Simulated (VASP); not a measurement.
# TiC in VASP: further runs, part 2 of 2

VASP 6.6.1. The steps go on from the part before.

## 5. Single point, PBE (xy shear strain of -1.5 %)

INCAR reads:

```
PREC     = Accurate       # precision mode
ENCUT    = 520            # plane-wave cutoff, eV
EDIFF    = 1E-7           # SCF threshold, eV
ISMEAR   = -1             # smearing method
SIGMA    = 0.03           # smearing width, eV
LREAL    = False          # projectors in reciprocal space
LASPH    = True           # aspherical terms in the spheres
NELM     = 60             # most SCF steps
ALGO     = Normal         # electronic algorithm
ISIF     = 2              # what is computed and relaxed
LWAVE    = False          # write WAVECAR
LCHARG   = False          # write CHGCAR
GGA      = PE             # functional
NBANDS   = 15             # bands
```

KPOINTS reads:

```
regular mesh
0
Gamma
  14 14 14
```

POSCAR reads:

```
TiC
1.0
   -0.0162300000      2.1640000000      2.1640000000
    2.1640000000     -0.0162300000      2.1640000000
    2.1477700000      2.1477700000      0.0000000000
Ti C
1 1
Direct
    0.0000000000      0.0000000000      0.0000000000
    0.5000000000      0.5000000000      0.5000000000
```

Potentials or basis: VASP PAW PBE potentials, release 64 (Ti_sv, C).

Started as:

```sh
$ cat potpaw_PBE.64/Ti_sv/POTCAR potpaw_PBE.64/C/POTCAR > POTCAR
$ mpirun -np 1 vasp_std > vasp.out
```

OUTCAR:

```text
PREC = Accurate
   ENCUT = 520
   EDIFF = 1E-7
   ISMEAR = -1
   LREAL = False
   LASPH = True
   NELM = 60
   ISIF = 2
   GGA = PE

 ion  position               nearest neighbor table
   1  0.000  0.000  0.000-   2 2.16   2 2.16   2 2.16   2 2.16   2 2.16   2 2.16
   2  0.500  0.500  0.500-   1 2.16   1 2.16   1 2.16   1 2.16   1 2.16   1 2.16

  LATTYP: Found a body centered orthorhombic cell.
 ALAT       =     3.0374054629
 B/A-ratio  =     1.0151133501
 C/A-ratio  =     1.4249003147

  Lattice vectors:

 A1 = (   0.0162300000,  -2.1640000000,  -2.1640000000)
 A2 = (  -0.0162300000,   2.1640000000,  -2.1640000000)
 A3 = (   2.1640000000,  -0.0162300000,   2.1640000000)

Analysis of symmetry for initial positions (statically):
=====================================================================
 Subroutine PRICEL returns:
 Original cell was already a primitive cell.

 Routine SETGRP: Setting up the symmetry group for a
 body centered orthorhombic supercell.

 Subroutine GETGRP returns: Found  8 space group operations
 (whereof  8 operations were pure point group operations)
 out of a pool of  8 trial point group operations.

The static configuration has the point symmetry D_2h.

Analysis of symmetry for dynamics (positions and initial velocities):
=====================================================================
 Subroutine PRICEL returns:
 Original cell was already a primitive cell.

 Routine SETGRP: Setting up the symmetry group for a
 body centered orthorhombic supercell.

 Subroutine GETGRP returns: Found  8 space group operations
 (whereof  8 operations were pure point group operations)
 out of a pool of  8 trial point group operations.

The dynamic configuration has the point symmetry D_2h.

 Subroutine INISYM returns: Found  8 space group operations
 (whereof  8 operations are pure point group operations),
 and found     1 'primitive' translations

[... 122 lines left out ...]
   IVDW    =     0    specifies the selected vdW correction
   LEPSILON=     F    determine dielectric tensor
   LRPA    =     F    only Hartree local field effects (RPA)
 non-spin polarized calculation
  energy-cutoff  :      520.00
  volume of cell :       20.27
 maximum number of plane-waves:       560
   NGX = 11   NGY = 11   NGZ = 11

 number of electron      16.0000001 magnetization

 Free energy of the ion-electron system (eV)
  ---------------------------------------------------
  ext. energy  EPLUGINS =         0.00000000
  ---------------------------------------------------
  free energy    TOTEN  =       -18.70683201 eV

  energy without entropy =      -18.70593820  energy(sigma->0) =      -18.70638511

 E-fermi :   9.4373     XC(G=0): -12.7104

 val. band max:        9.4233420132   @ k =   0.2857  -0.0000   0.3571
 cond. band min:       9.4684875819   @ k =   0.3571   0.0000   0.2857
 fundamental gap:      0.0451455687
 Fermi energy:         9.4372925336

 k-point     1 :       0.0000    0.0000    0.0000
  band No.  band energies     occupation
      1     -47.1404      2.00000
      2     -23.1684      2.00000
      3     -23.1636      2.00000
      4     -23.1573      2.00000
      5      -2.9669      2.00000
      6      10.0654      0.00000
      7      10.1323      0.00000
      8      10.2072      0.00000
      9      11.0603      0.00000
     10      11.1210      0.00000
     11      11.1611      0.00000
     12      11.1614      0.00000
     13      11.1869      0.00000
     14      19.9607      0.00000
[... 401 lines left out ...]
      2     -23.4117      2.00000
      3     -23.2178      2.00000
      4     -23.2171      2.00000
      5      -1.5185      2.00000
      6       6.2548      2.00000
      7       7.7684      2.00000
      8       8.4115      2.00000
      9      10.2359      0.00000
     10      11.7657      0.00000
     11      12.8325      0.00000
     12      13.9833      0.00000
     13      15.8068      0.00000
     14      21.5778      0.00000
     15      23.7159      0.00000

 [... further k-points ...]

------------------------ aborting loop because EDIFF is reached ----------------------------------------

  FORCE on cell =-STRESS in cart. coord.  units (eV):
  Direction    XX          YY          ZZ          XY          YZ          ZX
  --------------------------------------------------------------------------------------
  -------------------------------------------------------------------------------------
  Total        0.1386644      0.1386644      0.1327035      0.3215874      0.0000000      0.0000000
  in kB       10.9622107     10.9622107     10.4909728     25.4233214      0.0000000      0.0000000
  external PRESSURE =      10.8051314 kB  Pullay stress =       0.0000000 kB

 VOLUME and BASIS-vectors are now :
 -----------------------------------------------------------------------------
  energy-cutoff  :      520.00
  volume of cell :       20.27
      direct lattice vectors                 reciprocal lattice vectors
    -0.016230000  2.164000000  2.164000000    -0.229333602  0.229333602  0.231053604
     2.164000000 -0.016230000  2.164000000     0.229333602 -0.229333602  0.231053604
     2.147770000  2.147770000  0.000000000     0.232799601  0.232799601 -0.231053604

 POSITION                                       TOTAL-FORCE (eV/Angst)
 -----------------------------------------------------------------------------------
      0.00000      0.00000      0.00000         0.000000     -0.000000      0.000000
      2.14777      2.14777      2.16400        -0.000000      0.000000      0.000000
 -----------------------------------------------------------------------------------
    total drift:                                0.000000     -0.000000     -0.000000

  FREE ENERGIE OF THE ION-ELECTRON SYSTEM (eV)
  ---------------------------------------------------
  free  energy   TOTEN  =       -18.7068320110 eV

  energy  without entropy=      -18.7059382009  energy(sigma->0) =      -18.70638511
```

OSZICAR:

```text
N       E                     dE             d eps       ncg     rms          rms(c)
DAV:   1     0.117885246201E+03    0.11789E+03   -0.79609E+03 12899   0.128E+03
DAV:   2    -0.166781761840E+02   -0.13456E+03   -0.12567E+03 13855   0.334E+02
DAV:   3    -0.240579984789E+02   -0.73798E+01   -0.72630E+01 16296   0.773E+01
DAV:   4    -0.243061922950E+02   -0.24819E+00   -0.24794E+00 16650   0.130E+01
DAV:   5    -0.243122988808E+02   -0.61066E-02   -0.61052E-02 16295   0.177E+00    0.183E+01
DAV:   6    -0.193253727019E+02    0.49869E+01   -0.11799E+01 18258   0.563E+01    0.693E+00
DAV:   7    -0.187419923997E+02    0.58338E+00   -0.21552E+00 15042   0.208E+01    0.493E+00
DAV:   8    -0.187185786986E+02    0.23414E-01   -0.10617E-01 14654   0.343E+00    0.343E+00
DAV:   9    -0.187105381730E+02    0.80405E-02   -0.97672E-02 17491   0.436E+00    0.759E-01
DAV:  10    -0.187089800950E+02    0.15581E-02   -0.11899E-02 17172   0.141E+00    0.646E-01
DAV:  11    -0.187069933791E+02    0.19867E-02   -0.27882E-03 15073   0.748E-01    0.191E-01
DAV:  12    -0.187068440407E+02    0.14934E-03   -0.31799E-04 17020   0.243E-01    0.429E-02
DAV:  13    -0.187068319600E+02    0.12081E-04   -0.50152E-05 14996   0.673E-02    0.560E-03
DAV:  14    -0.187068322510E+02   -0.29101E-06   -0.13480E-06 14891   0.109E-02    0.422E-03
DAV:  15    -0.187068321009E+02    0.15016E-06   -0.38126E-07 15388   0.103E-02    0.237E-03
DAV:  16    -0.187068320110E+02    0.89905E-07   -0.59509E-08  8943   0.417E-03
   1 F= -.18706832E+02 E0= -.18706385E+02  d E =-.893810E-03
```

Wall time 2.4 min (1 thread of Intel Xeon 8259CL, shared host); peak memory 0.25 GiB.

What came out:

```
Free energy            : -18.7068 eV
Pressure               : 1.1 GPa
Band gap on the k mesh : zero (bands 8 and 9 overlap by 1.17 eV)
```

Caveat: the cell differs from its parent crystal (xy shear strain of -1.5 %).

## 6. Overview

| cell | gap on the mesh (eV) | pressure (GPa) |
| --- | --- | --- |
| a = 3.060 Å, angles 60.0°, 2 atoms | none | 1.1 |
| a = 3.049, b = 3.049, c = 3.084 Å, angles 59.6, 59.6, 60.7°, 2 atoms | none | 1.3 |
| a = 3.060, b = 3.060, c = 3.037 Å, angles 60.2, 60.2, 60.5°, 2 atoms | none | 1.1 |

Alike in all rows: task single point; level PBE; potentials or basis VASP PAW PBE potentials, release 64 (Ti_sv, C); no spin polarisation; k mesh 14 × 14 × 14; cutoff (eV) 520; smearing fermi-dirac 0.03 eV.

Total energies depend on the potentials used, so only differences within one code and one set of settings carry meaning.
